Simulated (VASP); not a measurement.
Mg (a cell with a defect): single point with PBE

The system is Mg (a cell with a defect).

```
CELL_PARAMETERS angstrom
3.57971 7.15942 3.57971
7.15942 3.57971 -3.57971
-3.57971 7.15942 -3.57971
ATOMIC_POSITIONS crystal
Mg 0.12158 0.00000 0.59908
Mg 0.11463 0.29793 0.75392
Mg 0.04732 0.65535 0.87500
Mg 0.24995 0.00000 0.20603
Mg 0.21933 0.31134 0.37500
Mg 0.17419 0.65727 0.48963
Mg 0.33745 0.29793 0.99608
Mg 0.28872 0.64589 0.11661
Mg 0.01528 0.00000 0.98474
Mg 0.50005 0.00000 0.54397
Mg 0.46128 0.35411 0.63339
Mg 0.41255 0.70207 0.75392
Mg 0.62842 0.00000 0.15092
Mg 0.57581 0.34273 0.26037
Mg 0.53067 0.68866 0.37500
Mg 0.63537 0.70207 0.99608
Mg 0.73472 0.00000 0.76526
Mg 0.70268 0.34465 0.87500
Mg 0.87500 0.00000 0.37500
Mg 0.83145 0.34273 0.48963
Mg 0.81540 0.64589 0.63339
Mg 0.93460 0.35411 0.11661
Mg 0.91855 0.65727 0.26037
```

```
Program             : VASP 6.6.1
Task                : single point
Functional          : PBE
Potentials or basis : VASP PAW PBE potentials, release 64 (Mg)
Cutoff              : 520 eV
k mesh              : 4 × 4 × 4
Occupations         : gaussian, width 0.1 eV
Spin                : no spin polarisation
```

* Pressure: -0.9 GPa
* Largest force: 0.011 eV/Å
* Band gap on the k mesh: zero (bands 23 and 24 overlap by 1.28 eV)

Forces on the atoms (eV/Å):
```
Mg   0.003 -0.009  0.003
Mg  -0.001  0.007 -0.007
Mg  -0.003  0.000  0.003
Mg  -0.003 -0.004 -0.003
Mg   0.008  0.000 -0.008
Mg   0.001  0.001 -0.006
Mg   0.007 -0.007  0.001
Mg   0.008 -0.004  0.003
Mg  -0.001  0.002 -0.001
Mg   0.003  0.004  0.003
Mg  -0.008  0.004 -0.003
Mg  -0.007  0.007 -0.001
Mg  -0.003  0.009 -0.003
Mg  -0.001 -0.001  0.006
Mg  -0.008  0.000  0.008
Mg   0.001 -0.007  0.007
Mg   0.001 -0.002  0.001
Mg   0.003  0.000 -0.003
Mg   0.000  0.000  0.000
Mg  -0.006  0.001  0.001
Mg  -0.003  0.004 -0.008
Mg   0.003 -0.004  0.008
Mg   0.006 -0.001 -0.001
```

Stress tensor (GPa, compression positive):
```
-0.89 -0.05  0.22
-0.05 -0.81 -0.05
 0.22 -0.05 -0.89
```

Levels at points of the mesh, in eV from the Fermi level:
```
           k point  band 19  band 20  band 21  band 22  band 23  band 24  band 25  band 26  band 27  band 28
(0.00, 0.00, 0.00)    -0.58    -0.17     0.02     0.65     0.68     0.78     0.78     1.33     1.37     1.38
(0.50, 0.00, 0.00)    -0.89    -0.85    -0.82    -0.63    -0.27    -0.06     0.39     0.68     1.04     1.07
(0.00, 0.50, 0.00)    -1.25    -1.23    -0.78    -0.58     0.64     0.67     0.77     0.79     1.08     1.24
(0.00, 0.00, 0.50)    -1.23    -1.11     0.44     0.52     0.53     0.53     0.65     0.65     0.65     0.81
(0.50, 0.00, 0.50)    -0.80    -0.65    -0.50    -0.43    -0.26    -0.15     0.11     0.21     0.67     0.70
(0.00, 0.50, 0.50)    -0.92    -0.88    -0.86    -0.73    -0.72    -0.59    -0.27    -0.08     0.54     0.62
```

It took 8.4 min on 1 thread of Intel(R) Xeon(R) Platinum 8488C (Sapphire Rapids), on a shared host, peak memory 0.82 GiB.
